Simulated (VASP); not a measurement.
Wanted: the native input for a VASP 6.6.1 run.

* Task: relaxation of shape and atoms at fixed volume
* Functional: revPBE
* Dispersion: D4
* Potentials or basis: VASP PAW PBE potentials, release 64 (Mo_sv, S)
* Cutoff: 500 eV
* k mesh: 8 × 8 × 2
* Occupations: gaussian, width 0.05 eV
* Spin: collinear spin
* Starting moments: [0.05, 0.05, 0.0, 0.0, 0.0, 0.0] μB
* Dipole correction: no
* Further INCAR settings: ALGO = Normal; EDIFF = 1e-07; IBRION = 2; EDIFFG = -0.01; NSW = 60; ISIF = 4

The structure of MoS2 lies in POSCAR:

```
MoS2
1.0
    3.1044689506      0.0000000000      0.0000000000
   -1.5522344753      2.6885489765      0.0000000000
    0.0000000000      0.0000000000     11.5901937397
Mo S
2 4
Direct
    0.3333333333      0.6666666667      0.2500000000
    0.6666666667      0.3333333333      0.7500000000
    0.3333333333      0.6666666667      0.6156742518
    0.6666666667      0.3333333333      0.1156742518
    0.3333333333      0.6666666667      0.8843257482
    0.6666666667      0.3333333333      0.3843257482
```

One way to write it, as run:

INCAR

```
PREC = Accurate
ENCUT = 500
EDIFF = 1E-7
ISMEAR = 0
SIGMA = 0.05
LREAL = False
LASPH = True
NELM = 200
ALGO = Normal
ISIF = 4
LWAVE = False
LCHARG = False
ISPIN = 2
MAGMOM = 0.05 0.05 0 0 0 0
LORBIT = 11
LMAXMIX = 4
GGA = RE
IVDW = 13
IBRION = 2
NSW = 60
EDIFFG = -0.01
GGA_COMPAT = False
NELMIN = 4
```

KPOINTS

```
regular mesh
0
Gamma
  8 8 2
```

Potentials or basis: VASP PAW PBE potentials, release 64 (Mo_sv, S).

Launch:

```sh
$ cat potpaw_PBE.64/Mo_sv/POTCAR potpaw_PBE.64/S/POTCAR > POTCAR
$ mpirun -np 1 vasp_std > vasp.out
```

It gave:

```yaml
Energy_gained_by_relaxing: 1.8 meV/atom
Ionic_steps: 6
Pressure_after_relaxing: 3.0 GPa
Largest_force_after_relaxing: 0.008 eV/Å
Band_gap_on_the_k_mesh: 0.64 eV (least direct gap 1.97 eV)
Net_moment: 0.00 μB per cell
Valence_electrons_inside_the_program's_atomic_spheres: Mo 12.54; S 3.73
Dispersion_energy_per_atom: -0.866 eV
```

Caveat: the PAW data sets were made with another functional, which shifts forces and pressure a little.

Wall time 4.6 min on 1 thread of Intel(R) Xeon(R) 6975P-C (Granite Rapids), with other jobs on the host, peak memory 0.3 GiB.
